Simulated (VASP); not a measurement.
# CdInS2 (P-3m1) in VASP: further runs

Aim: see how the results for CdInS2 move with the level of theory and the settings. Levels: PBE+D4, RPBE, BLYP+D4, PBE. Tasks: single point.

Program: VASP 6.6.1. These are calculated values, not measurements. Logs are shortened: lines on timing, memory, paths and dates and some standing lists are left out, and cuts for length are marked.

## (1) The cell of the first run

Symmetry: P-3m1, No. 164, trigonal system. Conventional cell: a = 3.869 Å, b = 3.869 Å, c = 6.811 Å, α = 90.00°, β = 90.00°, γ = 120.00°. In (site symmetry -3m) has 6 S at 2.83 Å and 2 Cd at 3.41 Å within 3.7 Å. Cd (site symmetry -3m) has 6 S at 2.79 Å and 2 In at 3.41 Å within 3.7 Å. Within 3.7 Å of S (site symmetry 3m) lie 3 Cd at 2.79 Å and 3 In at 2.83 Å.

## (2) Single point, PBE+D4

INCAR reads:

```
SYSTEM = CdInS2
PREC = Accurate
ENCUT = 520
EDIFF = 1E-7
ISMEAR = -1
SIGMA = 0.02
LREAL = .FALSE.
LASPH = .TRUE.
NELM = 80
ALGO = Normal
ISIF = 2
LWAVE = .FALSE.
LCHARG = .FALSE.
GGA = PE
IVDW = 13
NBANDS = 26
```

KPOINTS reads:

```
Automatic mesh
0
G
  8 8 4
  0 0 0
```

POSCAR reads:

```
CdInS2
1.0
    3.8694961422      0.0000000000      0.0000000000
   -1.9347480711      3.3510819590      0.0000000000
    0.0000000000      0.0000000000      6.8105290000
In Cd S
1 1 2
Direct
    0.0000000000      0.0000000000      0.5000000000
    0.0000000000      0.0000000000      0.0000000000
    0.3333333333      0.6666666667      0.2449510000
    0.6666666667      0.3333333333      0.7550490000
```

Potentials or basis: VASP PAW PBE potentials, release 64 (In_d, Cd, S).

Started as:

```bash
> cat potpaw_PBE.64/In_d/POTCAR potpaw_PBE.64/Cd/POTCAR potpaw_PBE.64/S/POTCAR > POTCAR
> mpirun -np 1 vasp_std > vasp.out
```

OUTCAR:

```text
SYSTEM = CdInS2
   PREC = Accurate
   ENCUT = 520
   EDIFF = 1E-7
   ISMEAR = -1
   LREAL = .FALSE.
   LASPH = .TRUE.
   NELM = 80
   ISIF = 2
   GGA = PE
   IVDW = 13

 ion  position               nearest neighbor table
   1  0.000  0.000  0.500-   3 2.83   4 2.83   4 2.83   3 2.83   4 2.83   3 2.83   2 3.41   2 3.41

   2  0.000  0.000  0.000-   3 2.79   4 2.79   4 2.79   3 2.79   4 2.79   3 2.79   1 3.41   1 3.41

   3  0.333  0.667  0.245-   2 2.79   2 2.79   2 2.79   1 2.83   1 2.83   1 2.83
   4  0.667  0.333  0.755-   2 2.79   2 2.79   2 2.79   1 2.83   1 2.83   1 2.83

  LATTYP: Found a hexagonal cell.
 ALAT       =     3.8694961422
 C/A-ratio  =     1.7600557669

  Lattice vectors:

 A1 = (   3.8694961422,   0.0000000000,   0.0000000000)
 A2 = (  -1.9347480711,   3.3510819590,   0.0000000000)
 A3 = (   0.0000000000,   0.0000000000,   6.8105290000)

Analysis of symmetry for initial positions (statically):
=====================================================================
 Subroutine PRICEL returns:
 Original cell was already a primitive cell.

 Routine SETGRP: Setting up the symmetry group for a
 hexagonal supercell.

 Subroutine GETGRP returns: Found 12 space group operations
 (whereof 12 operations were pure point group operations)
 out of a pool of 24 trial point group operations.

The static configuration has the point symmetry D_3d.

Analysis of symmetry for dynamics (positions and initial velocities):
=====================================================================
 Subroutine PRICEL returns:
 Original cell was already a primitive cell.

 Routine SETGRP: Setting up the symmetry group for a
 hexagonal supercell.

 Subroutine GETGRP returns: Found 12 space group operations
 (whereof 12 operations were pure point group operations)
 out of a pool of 24 trial point group operations.

The dynamic configuration has the point symmetry D_3d.

 Subroutine INISYM returns: Found 12 space group operations
 (whereof 12 operations are pure point group operations),
 and found     1 'primitive' translations

----------------------------------------------------------------------------------------

                                     Primitive cell

  volume of cell :      88.3121

  direct lattice vectors                    reciprocal lattice vectors
     3.869496142  0.000000000  0.000000000     0.258431580  0.149205542  0.000000000
    -1.934748071  3.351081959  0.000000000     0.000000000  0.298411084  0.000000000
     0.000000000  0.000000000  6.810529000     0.000000000  0.000000000  0.146831472

  length of vectors
     3.869496142  3.869496142  6.810529000     0.298411084  0.298411084  0.146831472

  position of ions in fractional coordinates (direct lattice)
     0.000000000  0.000000000  0.500000000
     0.000000000  0.000000000  0.000000000
     0.333333333  0.666666667  0.244951000
     0.666666667  0.333333333  0.755049000

  ion indices of the primitive-cell ions
   primitive index   ion index
                 1           1
                 2           2
                 3           3
                 4           4

----------------------------------------------------------------------------------------

 KPOINTS: Automatic mesh

Automatic generation of k-mesh.
 Grid dimensions read from file:
 generate k-points for:    8    8    4

 Generating k-lattice:

  Cartesian coordinates                     Fractional coordinates (reciprocal lattice)
     0.032303947  0.018650693  0.000000000     0.125000000  0.000000000  0.000000000
     0.000000000  0.037301386  0.000000000     0.000000000  0.125000000  0.000000000
     0.000000000  0.000000000  0.036707868     0.000000000  0.000000000  0.250000000

  Length of vectors
     0.037301386  0.037301386  0.036707868

  Shift w.r.t. Gamma in fractional coordinates (k-lattice)
     0.000000000  0.000000000  0.000000000

 Subroutine IBZKPT returns following result:
 ===========================================

 Found     35 irreducible k-points:

 Following reciprocal coordinates:
            Coordinates               Weight
  0.000000  0.000000  0.000000      1.000000
  0.125000  0.000000  0.000000      6.000000
  0.250000  0.000000  0.000000      6.000000
  0.375000  0.000000  0.000000      6.000000
  0.500000  0.000000  0.000000      3.000000
  0.125000  0.125000  0.000000      6.000000
[... 16 lines left out ...]
 -0.125000  0.500000  0.250000     12.000000
  0.250000  0.250000  0.250000     12.000000
 [... further k-points ...]
   k-points           NKPTS =     35   k-points in BZ     NKDIM =     35   number of bands    NBANDS=     26
   number of dos      NEDOS =    301   number of ions     NIONS =      4
   total plane-waves  NPLWV =  48600
   dimension x,y,z NGX =    30 NGY =   30 NGZ =   54
   dimension x,y,z NGXF=    60 NGYF=   60 NGZF=  108
   ions per type =               1   1   2
   NGX,Y,Z   is equivalent  to a cutoff of  12.89, 12.89, 13.18 a.u.
[... 36 lines left out ...]
   GGA     = PE    functional components
   LHFCALC =     F    Hartree Fock is set to
   AEXX    =    0.0000 exact exchange contribution
   IVDW    =    13    specifies the selected vdW correction
   LEPSILON=     F    determine dielectric tensor
   LRPA    =     F    only Hartree local field effects (RPA)
 non-spin polarized calculation
  energy-cutoff  :      520.00
  volume of cell :       88.31
 maximum number of plane-waves:      2398
 NGX is ok and might be reduce to    30
   NGX = 15   NGY = 15   NGZ = 25

 number of electron      37.0000009 magnetization

 Free energy of the ion-electron system (eV)
  ---------------------------------------------------
  ext. energy  EPLUGINS =         0.00000000
  ---------------------------------------------------
  free energy    TOTEN  =       -13.09152143 eV

  energy without entropy =      -13.08972933  energy(sigma->0) =      -13.09062538

 E-fermi :   5.3263     XC(G=0): -10.0690

 val. band max:        5.2068017958   @ k =   0.5000   0.0000   0.0000
 cond. band min:       5.3410761369   @ k =   0.2500   0.1250   0.2500
 fundamental gap:      0.1342743411
 Fermi energy:         5.3263006264

 k-point     1 :       0.0000    0.0000    0.0000
  band No.  band energies     occupation
      1      -9.4365      2.00000
      2      -9.4313      2.00000
      3      -9.4313      2.00000
      4      -9.3642      2.00000
      5      -9.3642      2.00000
      6      -8.6954      2.00000
[... 18 lines left out ...]
     25      12.2455      0.00000
     26      12.2455      0.00000

 k-point     2 :       0.1250    0.0000    0.0000
  band No.  band energies     occupation
      1      -9.4723      2.00000
      2      -9.4278      2.00000
      3      -9.4200      2.00000
      4      -9.3801      2.00000
      5      -9.3642      2.00000
      6      -8.5792      2.00000
[... 18 lines left out ...]
     25      11.6744      0.00000
     26      11.9952      0.00000

 k-point     3 :       0.2500    0.0000    0.0000
  band No.  band energies     occupation
      1      -9.5775      2.00000
      2      -9.4159      2.00000
      3      -9.4020      2.00000
      4      -9.3868      2.00000
      5      -9.3544      2.00000
      6      -8.2583      2.00000
[... 18 lines left out ...]
     25      11.1774      0.00000
     26      12.1433      0.00000

 k-point     4 :       0.3750    0.0000    0.0000
  band No.  band energies     occupation
      1      -9.6705      2.00000
      2      -9.4225      2.00000
      3      -9.3995      2.00000
      4      -9.3704      2.00000
      5      -9.3286      2.00000
      6      -7.8521      2.00000
[... 18 lines left out ...]
     25      11.4938      0.00000
     26      13.3221      0.00000
[... 496 lines left out ...]
      1      -9.6755      2.00000
      2      -9.4348      2.00000
      3      -9.4143      2.00000
      4      -9.3635      2.00000
      5      -9.3289      2.00000
      6      -7.6203      2.00000
[... 18 lines left out ...]
     25      11.4317      0.00000
     26      12.2767      0.00000

 k-point    23 :      -0.1250    0.5000    0.2500
  band No.  band energies     occupation
      1      -9.6731      2.00000
      2      -9.4352      2.00000
      3      -9.4142      2.00000
      4      -9.3636      2.00000
      5      -9.3289      2.00000
      6      -7.6817      2.00000
[... 18 lines left out ...]
     25      11.4390      0.00000
     26      12.3836      0.00000

 k-point    24 :       0.2500    0.2500    0.2500
  band No.  band energies     occupation
      1      -9.6320      2.00000
      2      -9.4842      2.00000
      3      -9.3894      2.00000
      4      -9.3812      2.00000
      5      -9.3397      2.00000
      6      -7.6143      2.00000
[... 18 lines left out ...]
     25      11.6916      0.00000
     26      11.7878      0.00000

 [... further k-points ...]

------------------------ aborting loop because EDIFF is reached ----------------------------------------

  DFT-D4 for vdW energy calculation

  Edisp (eV):   -1.44006

  FORCE on cell =-STRESS in cart. coord.  units (eV):
  Direction    XX          YY          ZZ          XY          YZ          ZX
  --------------------------------------------------------------------------------------
  -------------------------------------------------------------------------------------
  Total      -1.43263    -1.43263    -1.32329    -0.00000    -0.00000     0.00000
  in kB     -25.99101   -25.99101   -24.00736    -0.00000    -0.00000     0.00000
  external pressure =      -25.33 kB  Pullay stress =        0.00 kB

 VOLUME and BASIS-vectors are now :
 -----------------------------------------------------------------------------
  energy-cutoff  :      520.00
  volume of cell :       88.31
      direct lattice vectors                 reciprocal lattice vectors
     3.869496142  0.000000000  0.000000000     0.258431580  0.149205542  0.000000000
    -1.934748071  3.351081959  0.000000000     0.000000000  0.298411084  0.000000000
     0.000000000  0.000000000  6.810529000     0.000000000  0.000000000  0.146831472

 POSITION                                       TOTAL-FORCE (eV/Angst)
 -----------------------------------------------------------------------------------
      0.00000      0.00000      3.40526         0.000000      0.000000      0.000000
      0.00000      0.00000      0.00000         0.000000      0.000000      0.000000
     -0.00000      2.23405      1.66825        -0.000000      0.000000     -0.034006
      1.93475      1.11703      5.14228         0.000000     -0.000000      0.034006
 -----------------------------------------------------------------------------------
    total drift:                                0.000000     -0.000000      0.000000

  FREE ENERGIE OF THE ION-ELECTRON SYSTEM (eV)
  ---------------------------------------------------
  free  energy   TOTEN  =       -14.5315856168 eV

  energy  without entropy=      -14.5297935136  energy(sigma->0) =      -14.53068957
```

Wall time 46 s (1 thread of Intel Xeon 6975P-C (Granite Rapids), shared host); peak memory 0.25 GiB.

What came out:

```yaml
Free_energy: -14.5316 eV
Pressure: -2.5 GPa
Largest_force: 0.034 eV/Å
Dispersion_energy_per_atom: -0.360 eV
```

Forces on the atoms (eV/Å):
```
In   0.000  0.000  0.000
Cd   0.000  0.000  0.000
S    0.000  0.000 -0.034
S    0.000  0.000  0.034
```

Stress tensor (GPa, compression positive):
```
-2.60  0.00  0.00
 0.00 -2.60  0.00
 0.00  0.00 -2.40
```

Caveat: spin-orbit coupling is left out, which moves the levels of the heavy elements; pairwise dispersion overbinds metals, which lowers pressure and volume.

## (3) Single point, RPBE

INCAR reads:

```
PREC     = Accurate       # precision mode
ENCUT    = 520            # plane-wave cutoff, eV
EDIFF    = 1E-6           # SCF threshold, eV
ISMEAR   = 0              # smearing method
SIGMA    = 0.05           # smearing width, eV
LREAL    = False          # projectors in reciprocal space
LASPH    = True           # aspherical terms in the spheres
NELM     = 100            # most SCF steps
ALGO     = Normal         # electronic algorithm
ISIF     = 2              # what is computed and relaxed
LWAVE    = False          # write WAVECAR
LCHARG   = True           # write CHGCAR
GGA      = RP             # functional
LELF     = True           # ELF
LVHAR    = True         
NBANDS   = 26             # bands
```

KPOINTS reads:

```
Automatic mesh
0
Gamma
  8 8 4
```

POSCAR is that of step 2.

Potentials or basis: VASP PAW PBE potentials, release 64 (In_d, Cd, S).

Started as:

```bash
> cat potpaw_PBE.64/In_d/POTCAR potpaw_PBE.64/Cd/POTCAR potpaw_PBE.64/S/POTCAR > POTCAR
> mpirun -np 1 vasp_std > vasp.out
```

Wall time 46 s (1 thread of Intel Xeon 6975P-C (Granite Rapids), shared host); peak memory 0.25 GiB.

Results (log left out):

* Free energy: -11.6640 eV
* Pressure: 2.3 GPa
* Largest force: 0.003 eV/Å

Forces in eV/Å, atoms in the order of the input:
```
In   0.000  0.000  0.000
Cd   0.000  0.000  0.000
S    0.000  0.000  0.003
S    0.000  0.000 -0.003
```

Stress tensor (GPa, compression positive):
```
2.16 0.00 0.00
0.00 2.16 0.00
0.00 0.00 2.52
```

Levels at points of the mesh, in eV from the Fermi level:
```
           k point  band 14  band 15  band 16  band 17  band 18  band 19  band 20  band 21  band 22  band 23
(0.00, 0.00, 0.00)    -2.72    -2.19    -2.19    -1.88    -1.69    -1.69     1.83     4.35     4.80     4.80
(0.50, 0.00, 0.00)    -5.17    -4.57    -3.56    -3.39    -1.84    -0.13     1.83     1.86     3.79     4.16
(0.00, 0.00, 0.50)    -5.02    -2.01    -2.01    -1.85    -1.85     0.51     1.11     4.51     4.85     4.85
(0.50, 0.00, 0.50)    -5.89    -3.18    -3.08    -2.76    -2.67    -0.83     0.29     3.79     3.97     5.11
```

Caveat: the PAW data sets were made with another functional, which shifts forces and pressure a little; spin-orbit coupling is left out, which moves the levels of the heavy elements.

## (4) Single point, BLYP+D4

INCAR reads:

```
AGGAC    = 1.0          
AGGAX    = 1.0          
ALDAC    = 0.0          
ALDAX    = 1.0          
ALGO     = Normal         # electronic algorithm
EDIFF    = 1E-6           # SCF threshold, eV
ENCUT    = 520            # plane-wave cutoff, eV
GGA      = B5             # functional
ISIF     = 2              # what is computed and relaxed
ISMEAR   = -1             # smearing method
IVDW     = 13             # dispersion correction
LASPH    = True           # aspherical terms in the spheres
LCHARG   = True           # write CHGCAR
LELF     = True           # ELF
LREAL    = False          # projectors in reciprocal space
LVHAR    = True         
LWAVE    = False          # write WAVECAR
NBANDS   = 26             # bands
NELM     = 60             # most SCF steps
PREC     = Accurate       # precision mode
SIGMA    = 0.05           # smearing width, eV
VDW_A1   = 0.44488865   
VDW_A2   = 4.0933009    
VDW_S6   = 1.0          
VDW_S8   = 2.34076671
```

KPOINTS reads:

```
k-points
0
Gamma
  8 8 4
```

POSCAR is that of step 3.

Started as:

```bash
> cat potpaw_PBE.64/In_d/POTCAR potpaw_PBE.64/Cd/POTCAR potpaw_PBE.64/S/POTCAR > POTCAR
> mpirun -np 1 vasp_std > vasp.out
```

It took 53 s on 1 thread of Intel Xeon 6975P-C (Granite Rapids), shared host; peak memory 0.25 GiB.

The run converged. Its results:

```yaml
Free_energy: -13.5235 eV
Pressure: -0.6 GPa
Largest_force: 0.075 eV/Å
Dispersion_energy_per_atom: -0.681 eV
```

Forces on the atoms (eV/Å):
```
In   0.000  0.000  0.000
Cd   0.000  0.000  0.000
S    0.000  0.000 -0.075
S    0.000  0.000  0.075
```

Stress tensor (GPa, compression positive):
```
-0.71  0.00  0.00
 0.00 -0.71  0.00
 0.00  0.00 -0.24
```

Levels at points of the mesh, in eV from the Fermi level:
```
           k point  band 15  band 16  band 17  band 18  band 19  band 20  band 21  band 22
(0.00, 0.00, 0.00)    -2.03    -2.03    -1.87    -1.52    -1.52     2.06     4.30     4.92
(0.50, 0.00, 0.00)    -4.36    -3.46    -3.21    -1.66    -0.09     1.95     2.04     3.91
(0.00, 0.00, 0.50)    -1.84    -1.84    -1.69    -1.69     0.58     1.21     4.75     4.96
(0.50, 0.00, 0.50)    -2.99    -2.90    -2.58    -2.49    -0.78     0.36     4.03     4.28
```

Caveat: the PAW data sets were made with another functional, which shifts forces and pressure a little; spin-orbit coupling is left out, which moves the levels of the heavy elements; pairwise dispersion overbinds metals, which lowers pressure and volume.

## (5) Single point, PBE

INCAR reads:

```
SYSTEM = CdInS2
  PREC = Accurate
  ENCUT = 520
  EDIFF = 1E-7
  ISMEAR = -1
  SIGMA = 0.1
  LREAL = .FALSE.
  LASPH = .TRUE.
  NELM = 100
  ALGO = Normal
  ISIF = 2
  LWAVE = .FALSE.
  LCHARG = .FALSE.
  GGA = PE
  NBANDS = 26
```

KPOINTS reads:

```
regular mesh
0
G
  7 7 4
  0 0 0
```

POSCAR is that of step 4.

Started as:

```bash
> cat potpaw_PBE.64/In_d/POTCAR potpaw_PBE.64/Cd/POTCAR potpaw_PBE.64/S/POTCAR > POTCAR
> mpirun -np 1 vasp_std > vasp.out
```

It took 60 s on 1 thread of Intel Xeon Platinum 8488C (Sapphire Rapids), shared host; peak memory 0.24 GiB.

Results (log left out):

```yaml
Free_energy: -13.1085 eV
Pressure: 0.2 GPa
Largest_force: 0.087 eV/Å
```

Forces on the atoms (eV/Å):
```
In   0.000  0.000  0.000
Cd   0.000  0.000  0.000
S    0.000  0.000 -0.087
S    0.000  0.000  0.087
```

Levels at points of the mesh, in eV from the Fermi level:
| k point | band 14 | band 15 | band 16 | band 17 | band 18 | band 19 | band 20 | band 21 | band 22 | band 23 |
| --- | --- | --- | --- | --- | --- | --- | --- | --- | --- | --- |
| (0.00, 0.00, 0.00) | -2.58 | -2.05 | -2.05 | -1.85 | -1.55 | -1.55 | 1.86 | 4.41 | 4.88 | 4.88 |
| (0.00, 0.00, 0.50) | -4.92 | -1.86 | -1.86 | -1.71 | -1.71 | 0.58 | 1.15 | 4.56 | 4.92 | 4.93 |

Caveat: spin-orbit coupling is left out, which moves the levels of the heavy elements.

## (6) Summary

```tsv
level	k mesh	smearing	gap on the mesh (eV)	pressure (GPa)	largest force (eV/Å)
PBE+D4	8 × 8 × 4	fermi-dirac 0.02 eV	none	-2.5	0.03
RPBE	8 × 8 × 4	gaussian 0.05 eV	none	2.3	-
BLYP+D4	8 × 8 × 4	fermi-dirac 0.05 eV	none	-0.6	0.08
PBE	7 × 7 × 4	fermi-dirac 0.1 eV	none	0.2	0.09
```

Alike in all rows: task single point; potentials or basis VASP PAW PBE potentials, release 64 (In_d, Cd, S); no spin polarisation; cell as given; cutoff (eV) 520.

Every run on the cell as given and a fine mesh finds a metal. The pressure there spans -2.5 GPa (PBE+D4) to 2.3 GPa (RPBE); a positive pressure means that this level wants a larger cell, a negative one a smaller.

Caveats: spin-orbit coupling is left out, which moves the levels of the heavy elements; pairwise dispersion overbinds metals, which lowers pressure and volume (some runs); the PAW data sets were made with another functional, which shifts forces and pressure a little (some runs).

Total energies depend on the potentials used, so only differences within one code and one set of settings carry meaning.
